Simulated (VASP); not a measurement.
The system is TiC.

```
Ti C
1.0
     0.00000    2.16572    2.16572
     2.16572    0.00000    2.16572
     2.16572    2.16572    0.00000
Ti C
1 1
Direct
  0.00000 0.00000 0.00000
  0.50000 0.50000 0.50000
```

```yaml
Program: VASP 6.6.1
Task: relaxation of cell and atoms
Functional: LDA
Potentials_or_basis: VASP PAW LDA potentials, release 64 (Ti_sv, C)
Cutoff: 600 eV
k_mesh: 11 × 11 × 11
Occupations: fermi-dirac, width 0.05 eV
Spin: no spin polarisation
Hubbard_terms: Ti d U = 6.0 eV
```

At the start: pressure 5.3 GPa; volume 10.16 Å³/atom.

**Question.** How do energy, volume and symmetry change on relaxing?

**Answer.** Over 3 steps the energy falls by 3.2 meV/atom and the volume is 10.36 Å³/atom (+2.0 %); space group Fm-3m (No. 225, to 0.05 Å).

Step by step:
```
step  energy change (eV)  largest force (eV/Å)  pressure (GPa)  volume (Å³)
   1              0.0000                0.0000            5.33        20.32
   2              0.0077                0.0000           -7.14        21.33
   3             -0.0064                0.0000           -0.05        20.71
```

Final structure:
```
Ti C
1.0
     0.00000    2.17977    2.17977
     2.17977    0.00000    2.17977
     2.17977    2.17977    0.00000
Ti C
1 1
Cartesian
  0.0000 0.0000 0.0000
  2.1798 2.1798 2.1798
```

Caveat: U without spin polarisation on a metal has little footing; the U is typed as a test and isn't derived for this compound.
